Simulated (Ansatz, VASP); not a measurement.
One calculation of Si, two programs

Contents of INCAR:

```
SYSTEM = Si
PREC = Accurate
ENCUT = 520
EDIFF = 1E-7
ISMEAR = 0
SIGMA = 0.02
LREAL = .FALSE.
LASPH = .TRUE.
NELM = 60
ALGO = Normal
ISIF = 2
LWAVE = .FALSE.
LCHARG = .FALSE.
GGA = PS
NBANDS = 16
```

File KPOINTS:

```
Automatic mesh
0
G
  10 10 8
  0 0 0
```

POSCAR

```
Si
1.0
    2.7712554231      2.7712554231      0.0000000000
   -2.7712554231      2.7712554231      0.0000000000
    0.0000000000      0.0000000000      5.5425108463
Si
4
Direct
    0.0000000000      0.5000000000      0.2500000000
    0.0000000000      0.0000000000      0.5000000000
    0.5000000000      0.0000000000      0.7500000000
    0.5000000000      0.5000000000      0.0000000000
```

Input for Ansatz:

```yaml
crystal:
  lattice:
    - [2.7712554231, 2.7712554231, 0.0]
    - [-2.7712554231, 2.7712554231, 0.0]
    - [0.0, 0.0, 5.5425108463]
  atoms:
    - { symbol: Si, position: [0.0, 0.5, 0.25] }
    - { symbol: Si, position: [0.0, 0.0, 0.5] }
    - { symbol: Si, position: [0.5, 0.0, 0.75] }
    - { symbol: Si, position: [0.5, 0.5, 0.0] }
basis:
  ecutwfc: 420
kpoints:
  mp_grid: { grid: [10, 10, 8] }
hamiltonian:
  xc: pbesol
scf:
  occupations: { method: gaussian, width: 0.02 }
output:
  forces: true
  stress: true
  eigenvalues: true
```

Change from the starting cell: equal strain along all axes, cell held, atoms relaxed: +2.0 %.

Alike in both runs: task single point; functional PBEsol; k mesh 10 × 10 × 8; occupations gaussian, width 0.02 eV; no spin polarisation.

|  | VASP | Ansatz |
| --- | --- | --- |
| version | VASP 6.6.1 | Ansatz 0.2.0 |
| potentials or method | VASP PAW PBE potentials, release 64 (Si), cutoff 520 eV | scalar-relativistic, plane waves, PAW |
| valence electrons in the cell | 16 | 16 |

```tsv
	VASP	Ansatz	Ansatz less VASP
gap on the k mesh at the Fermi level (eV)	0.57	0.57	+0.004
least direct gap on the mesh (eV)	0.70	0.71	+0.005
pressure (GPa)	-4.8	-4.9	-0.08
```

VASP's potentials were made for PBE, not for PBEsol. With one functional, cell and mesh, what is left measures potentials, basis and numerics.
